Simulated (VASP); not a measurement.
# BAs (F-43m) in VASP: further runs

The runs below take BAs through single point, with PBE, HSE06.

All numbers are computed with VASP 6.6.1; they aren't measurements. Logs are shortened: lines on timing, memory, paths and dates and some standing lists are left out, and cuts for length are marked.

**1. The cell of the first run**

Symmetry: F-43m, No. 216, cubic system. Conventional cell: a = 4.629 Å, b = 4.629 Å, c = 4.629 Å, α = 90.00°, β = 90.00°, γ = 90.00°. B (site symmetry -43m) has 4 As at 2.00 Å within 2.7 Å. Within 2.7 Å of As (site symmetry -43m) lie 4 B at 2.00 Å.

**2. Single point, PBE (strain -3.2%)**

File INCAR:

```
SYSTEM = BAs
PREC     = Accurate       ! precision mode
ENCUT    = 520            ! plane-wave cutoff, eV
EDIFF    = 1E-6           ! SCF threshold, eV
ISMEAR   = -1             ! smearing method
SIGMA    = 0.02           ! smearing width, eV
LREAL    = .FALSE.        ! projectors in reciprocal space
LASPH    = .TRUE.         ! aspherical terms in the spheres
NELM     = 100            ! most SCF steps
ALGO     = Normal         ! electronic algorithm
ISIF     = 2              ! what is computed and relaxed
LWAVE    = .FALSE.        ! write WAVECAR
LCHARG   = .FALSE.        ! write CHGCAR
GGA      = PE             ! functional
NBANDS   = 11             ! bands
```

File KPOINTS:

```
regular mesh
0
G
  10 10 10
  0 0 0
```

File POSCAR:

```
BAs
1.0
    0.0000000000      2.3143710934      2.3143710934
    2.3143710934      0.0000000000      2.3143710934
    2.3143710934      2.3143710934      0.0000000000
B As
1 1
Direct
    0.0000000000      0.0000000000      0.0000000000
    0.2500000000      0.2500000000      0.2500000000
```

Potentials or basis: VASP PAW PBE potentials, release 64 (B, As).

Command:

```sh
> cat potpaw_PBE.64/B/POTCAR potpaw_PBE.64/As/POTCAR > POTCAR
> mpirun -np 1 vasp_std > vasp.out
```

OUTCAR:

```text
SYSTEM = BAs
   PREC = Accurate
   ENCUT = 520
   EDIFF = 1E-6
   ISMEAR = -1
   LREAL = .FALSE.
   LASPH = .TRUE.
   NELM = 100
   ISIF = 2
   GGA = PE

 ion  position               nearest neighbor table
   1  0.000  0.000  0.000-   2 2.00   2 2.00   2 2.00   2 2.00
   2  0.250  0.250  0.250-   1 2.00   1 2.00   1 2.00   1 2.00

  LATTYP: Found a face centered cubic cell.
 ALAT       =     4.6287421868

  Lattice vectors:

 A1 = (   0.0000000000,   2.3143710934,   2.3143710934)
 A2 = (   2.3143710934,   0.0000000000,   2.3143710934)
 A3 = (   2.3143710934,   2.3143710934,   0.0000000000)

Analysis of symmetry for initial positions (statically):
=====================================================================
 Subroutine PRICEL returns:
 Original cell was already a primitive cell.

 Routine SETGRP: Setting up the symmetry group for a
 face centered cubic supercell.

 Subroutine GETGRP returns: Found 24 space group operations
 (whereof 24 operations were pure point group operations)
 out of a pool of 48 trial point group operations.

The static configuration has the point symmetry T_d .

Analysis of symmetry for dynamics (positions and initial velocities):
=====================================================================
 Subroutine PRICEL returns:
 Original cell was already a primitive cell.

 Routine SETGRP: Setting up the symmetry group for a
 face centered cubic supercell.

 Subroutine GETGRP returns: Found 24 space group operations
 (whereof 24 operations were pure point group operations)
 out of a pool of 48 trial point group operations.

The dynamic configuration has the point symmetry T_d .

 Subroutine INISYM returns: Found 24 space group operations
 (whereof 24 operations are pure point group operations),
 and found     1 'primitive' translations

----------------------------------------------------------------------------------------

                                     Primitive cell

  volume of cell :      24.7930

  direct lattice vectors                    reciprocal lattice vectors
     0.000000000  2.314371093  2.314371093    -0.216041412  0.216041412  0.216041412
     2.314371093  0.000000000  2.314371093     0.216041412 -0.216041412  0.216041412
     2.314371093  2.314371093  0.000000000     0.216041412  0.216041412 -0.216041412

  length of vectors
     3.273014989  3.273014989  3.273014989     0.374194703  0.374194703  0.374194703

  position of ions in fractional coordinates (direct lattice)
     0.000000000  0.000000000  0.000000000
     0.250000000  0.250000000  0.250000000

  ion indices of the primitive-cell ions
   primitive index   ion index
                 1           1
                 2           2

----------------------------------------------------------------------------------------

 KPOINTS: regular mesh

Automatic generation of k-mesh.
 Grid dimensions read from file:
 generate k-points for:   10   10   10

 Generating k-lattice:

  Cartesian coordinates                     Fractional coordinates (reciprocal lattice)
    -0.021604141  0.021604141  0.021604141     0.100000000  0.000000000  0.000000000
     0.021604141 -0.021604141  0.021604141     0.000000000  0.100000000  0.000000000
     0.021604141  0.021604141 -0.021604141     0.000000000  0.000000000  0.100000000

  Length of vectors
     0.037419470  0.037419470  0.037419470

  Shift w.r.t. Gamma in fractional coordinates (k-lattice)
     0.000000000  0.000000000  0.000000000

 Subroutine IBZKPT returns following result:
 ===========================================

 Found     47 irreducible k-points:

 Following reciprocal coordinates:
            Coordinates               Weight
  0.000000  0.000000  0.000000      1.000000
  0.100000  0.000000  0.000000      8.000000
  0.200000  0.000000  0.000000      8.000000
  0.300000  0.000000  0.000000      8.000000
  0.400000  0.000000  0.000000      8.000000
  0.500000  0.000000  0.000000      4.000000
[... 16 lines left out ...]
  0.300000  0.300000  0.000000      6.000000
  0.400000  0.300000  0.000000     24.000000
 [... further k-points ...]
   k-points           NKPTS =     47   k-points in BZ     NKDIM =     47   number of bands    NBANDS=     11
   number of dos      NEDOS =    301   number of ions     NIONS =      2
   total plane-waves  NPLWV =  13824
   dimension x,y,z NGX =    24 NGY =   24 NGZ =   24
   dimension x,y,z NGXF=    48 NGYF=   48 NGZF=   48
   ions per type =               1   1
   NGX,Y,Z   is equivalent  to a cutoff of  12.19, 12.19, 12.19 a.u.
   NGXF,Y,Z  is equivalent  to a cutoff of  24.38, 24.38, 24.38 a.u.
 SYSTEM =  BAs
   PREC   = accura    normal or accurate (medium, high low for compatibility)
   ISTART =      0    job   : 0-new  1-cont  2-samecut
   ICHARG =      2    charge: 1-file 2-atom 10-const
   ISPIN  =      1    spin polarized calculation?
   LNONCOLLINEAR =      F non collinear calculations
   LSORBIT =      F    spin-orbit coupling
   LASPH  =      T    aspherical Exc in radial PAW
   ENCUT  =  520.0 eV  38.22 Ry    6.18 a.u.   6.09  6.09  6.09*2*pi/ulx,y,z
   NELM   =    100;   NELMIN=  2; NELMDL= -5     # of ELM steps
   EDIFF  = 0.1E-05   stopping-criterion for ELM
   LREAL  =      F    real-space projection
   EDIFFG = 0.1E-04   stopping-criterion for IOM
   NSW    =      0    number of steps for IOM
   IBRION =     -1    ionic relax: 0-MD 1-quasi-New 2-CG
   NFREE  =      0    steps in history (QN), initial steepest desc. (CG)
   ISIF   =      2    stress and relaxation
   ISYM   =      2    0-nonsym 1-usesym 2-fastsym
   POTIM  = 0.5000    time-step for ionic-motion
   TEBEG  =    0.0;   TEEND  =   0.0 temperature during run
   PSTRESS=    0.0 pullay stress
   NELECT =       8.0000    total number of electrons
   NUPDOWN=      -1.0000    fix difference up-down
   EMIN   =  10.00;   EMAX   =-10.00  energy-range for DOS
   EFERMI =   0.00;   METHOD = LEGACY
   ISMEAR =    -1;   SIGMA  =   0.02  broadening in eV -4-tet -1-fermi 0-gaus
   EFERMI_NEDOS =   21; number of points for ismear=-14 and -15
   IALGO  =     38    algorithm
   IMIX   =      4    mixing-type and parameters
     AMIX     =   0.40;   BMIX     =  1.00
     AMIX_MAG =   1.60;   BMIX_MAG =  1.00
  volume/ion in A,a.u.               =      12.40        83.66
  Fermi-wavevector in a.u.,A,eV,Ry     =   1.122867  2.121912 17.154652  1.260831
  Thomas-Fermi vector in A             =   2.259530
   LORBIT       =      0    0 simple, 1 ext, 2 COOP (PROOUT), +10 PAW based schemes
   GGA     = PE    functional components
   LHFCALC =     F    Hartree Fock is set to
   AEXX    =    0.0000 exact exchange contribution
   IVDW    =     0    specifies the selected vdW correction
   LEPSILON=     F    determine dielectric tensor
   LRPA    =     F    only Hartree local field effects (RPA)
 non-spin polarized calculation
  energy-cutoff  :      520.00
  volume of cell :       24.79
 maximum number of plane-waves:       692
   NGX = 13   NGY = 13   NGZ = 13

 number of electron       7.9999999 magnetization

 Free energy of the ion-electron system (eV)
  ---------------------------------------------------
  ext. energy  EPLUGINS =         0.00000000
  ---------------------------------------------------
  free energy    TOTEN  =       -11.23481118 eV

  energy without entropy =      -11.23481118  energy(sigma->0) =      -11.23481118

 E-fermi :   7.6255     XC(G=0): -10.9987

 val. band max:        7.2129331320   @ k =   0.0000   0.0000   0.0000
 cond. band min:       8.2861752719   @ k =   0.4000   0.4000   0.0000
 fundamental gap:      1.0732421399
 Fermi energy:         7.6255188835

 k-point     1 :       0.0000    0.0000    0.0000
  band No.  band energies     occupation
      1      -9.0889      2.00000
      2       7.2129      2.00000
      3       7.2129      2.00000
      4       7.2129      2.00000
      5      10.6161      0.00000
      6      10.6161      0.00000
      7      10.6161      0.00000
      8      13.1318      0.00000
      9      17.2877      0.00000
     10      20.5582      0.00000
     11      20.5582      0.00000

 k-point     2 :       0.1000    0.0000    0.0000
  band No.  band energies     occupation
      1      -8.9101      2.00000
      2       5.7505      2.00000
      3       6.8771      2.00000
      4       6.8771      2.00000
      5      10.9333      0.00000
      6      11.0551      0.00000
      7      11.0551      0.00000
      8      13.8168      0.00000
      9      18.0096      0.00000
     10      19.3649      0.00000
     11      19.3649      0.00000

 k-point     3 :       0.2000    0.0000    0.0000
  band No.  band energies     occupation
      1      -8.3810      2.00000
      2       3.2250      2.00000
      3       6.2472      2.00000
      4       6.2472      2.00000
      5      10.8874      0.00000
      6      11.8220      0.00000
      7      11.8220      0.00000
      8      15.1817      0.00000
      9      18.5988      0.00000
     10      18.5988      0.00000
     11      19.0126      0.00000

 k-point     4 :       0.3000    0.0000    0.0000
  band No.  band energies     occupation
      1      -7.5342      2.00000
      2       0.7481      2.00000
      3       5.6962      2.00000
      4       5.6962      2.00000
      5      10.6840      0.00000
      6      12.1967      0.00000
      7      12.1967      0.00000
      8      16.1440      0.00000
      9      19.1433      0.00000
     10      19.1433      0.00000
     11      19.1830      0.00000

 k-point     5 :       0.4000    0.0000    0.0000
  band No.  band energies     occupation
      1      -6.4959      2.00000
      2      -1.3166      2.00000
      3       5.3446      2.00000
      4       5.3446      2.00000
      5      10.5352      0.00000
      6      12.1614      0.00000
      7      12.1614      0.00000
      8      16.2969      0.00000
      9      20.0277      0.00000
     10      20.8649      0.00000
     11      20.8649      0.00000
[... 211 lines left out ...]
 k-point    21 :      -0.3000    0.2000    0.0000
  band No.  band energies     occupation
      1      -6.2707      2.00000
      2      -0.2795      2.00000
      3       2.1825      2.00000
      4       5.0691      2.00000
      5      10.9352      0.00000
      6      13.4433      0.00000
      7      13.8721      0.00000
      8      15.9034      0.00000
      9      18.1485      0.00000
     10      19.9834      0.00000
     11      23.4227      0.00000

 k-point    22 :      -0.2000    0.2000    0.0000
  band No.  band energies     occupation
      1      -7.2456      2.00000
      2       1.4770      2.00000
      3       2.7263      2.00000
      4       5.8021      2.00000
      5      11.4833      0.00000
      6      12.5877      0.00000
      7      13.6155      0.00000
      8      14.7208      0.00000
      9      17.2337      0.00000
     10      20.4779      0.00000
     11      22.4388      0.00000

 k-point    23 :       0.3000    0.3000    0.0000
  band No.  band energies     occupation
      1      -6.9919      2.00000
      2       1.8656      2.00000
      3       3.6934      2.00000
      4       3.6934      2.00000
      5       8.5417      0.00000
      6      10.8900      0.00000
      7      16.2839      0.00000
      8      16.2839      0.00000
      9      19.1047      0.00000
     10      22.8262      0.00000
     11      23.4578      0.00000

 k-point    24 :       0.4000    0.3000    0.0000
  band No.  band energies     occupation
      1      -6.1815      2.00000
      2       0.4920      2.00000
      3       2.8294      2.00000
      4       3.3707      2.00000
      5       8.8548      0.00000
      6      10.6208      0.00000
      7      16.7509      0.00000
      8      16.9154      0.00000
      9      20.1167      0.00000
     10      23.7211      0.00000
     11      24.2988      0.00000

 [... further k-points ...]

------------------------ aborting loop because EDIFF is reached ----------------------------------------

  FORCE on cell =-STRESS in cart. coord.  units (eV):
  Direction    XX          YY          ZZ          XY          YZ          ZX
  --------------------------------------------------------------------------------------
  -------------------------------------------------------------------------------------
  Total        3.1114661      3.1114661      3.1114661      0.0000000      0.0000000      0.0000000
  in kB      201.0697207    201.0697207    201.0697207      0.0000000      0.0000000      0.0000000
  external PRESSURE =     201.0697207 kB  Pullay stress =       0.0000000 kB

 VOLUME and BASIS-vectors are now :
 -----------------------------------------------------------------------------
  energy-cutoff  :      520.00
  volume of cell :       24.79
      direct lattice vectors                 reciprocal lattice vectors
     0.000000000  2.314371093  2.314371093    -0.216041412  0.216041412  0.216041412
     2.314371093  0.000000000  2.314371093     0.216041412 -0.216041412  0.216041412
     2.314371093  2.314371093  0.000000000     0.216041412  0.216041412 -0.216041412

 POSITION                                       TOTAL-FORCE (eV/Angst)
 -----------------------------------------------------------------------------------
      0.00000      0.00000      0.00000         0.000000     -0.000000      0.000000
      1.15719      1.15719      1.15719        -0.000000      0.000000     -0.000000
 -----------------------------------------------------------------------------------
    total drift:                                0.000000      0.000000      0.000000

  FREE ENERGIE OF THE ION-ELECTRON SYSTEM (eV)
  ---------------------------------------------------
  free  energy   TOTEN  =       -11.2348111838 eV

  energy  without entropy=      -11.2348111838  energy(sigma->0) =      -11.23481118
```

Run time: 14 s. Hardware: 1 thread of Intel Xeon Platinum 8259CL at 2.50GHz (Skylake/Cascade Lake), shared host; peak memory 0.14 GiB.

Results:

- Free energy: -11.2348 eV
- Pressure: 20.1 GPa
- Band gap on the k mesh: 1.07 eV (least direct gap 3.40 eV)

Caveat: the cell differs from its parent crystal (strain -3.2%); the cell stands under pressure.

**3. Single point, HSE06 (strain -3.2%)**

POSCAR is that of step 2.

File INCAR.step1:

```
SYSTEM = BAs
  PREC = Accurate
  ENCUT = 520
  EDIFF = 1E-5
  ISMEAR = 0
  SIGMA = 0.01
  LREAL = .False.
  LASPH = .True.
  NELM = 100
  ALGO = Normal
  ISIF = 2
  LWAVE = .True.
  NBANDS = 11
  GGA = PE
```

File INCAR.step2:

```
SYSTEM = BAs
  PREC = Accurate
  ENCUT = 520
  EDIFF = 1E-6
  ISMEAR = 0
  SIGMA = 0.01
  LREAL = .False.
  LASPH = .True.
  NELM = 100
  ALGO = Normal
  ISIF = 2
  LWAVE = .False.
  LCHARG = .True.
  GGA = PE
  LHFCALC = .True.
  HFSCREEN = 0.2079
  PRECFOCK = Normal
  LELF = .True.
  LVHAR = .True.
  NBANDS = 11
  ISTART = 1
```

File KPOINTS:

```
Automatic mesh
0
Gamma
  6 6 6
  0 0 0
```

Potentials or basis: VASP PAW PBE potentials, release 64 (B, As).

Command:

```sh
> cat potpaw_PBE.64/B/POTCAR potpaw_PBE.64/As/POTCAR > POTCAR
> cp INCAR.step1 INCAR
> mpirun -np 1 vasp_std > vasp.out
> cp INCAR.step2 INCAR
> mpirun -np 1 vasp_std > vasp.out
```

Wall time 13 min (1 thread of Intel Xeon Platinum 8259CL at 2.50GHz (Skylake/Cascade Lake), shared host); peak memory 0.25 GiB.

Results (log left out):

* Free energy: -13.1327 eV
* Pressure: 16.0 GPa
* Band gap on the k mesh: 1.87 eV (least direct gap 4.25 eV)

Levels at points of the mesh, in eV from the valence-band top:
| k point | band 2 | band 3 | band 4 | band 5 | band 6 | band 7 |
| --- | --- | --- | --- | --- | --- | --- |
| (0.00, 0.00, 0.00) | 0.00 | 0.00 | 0.00 | 4.25 | 4.25 | 4.25 |
| (0.50, 0.00, 0.00) | -10.47 | -2.17 | -2.17 | 4.18 | 5.80 | 5.80 |
| (0.50, 0.50, 0.00) | -10.07 | -4.90 | -4.90 | 1.94 | 2.06 | 13.91 |

Caveat: the cell differs from its parent crystal (strain -3.2%); the cell stands under pressure; the PAW data sets were made with another functional, which shifts forces and pressure a little. A k mesh can miss the band edges.
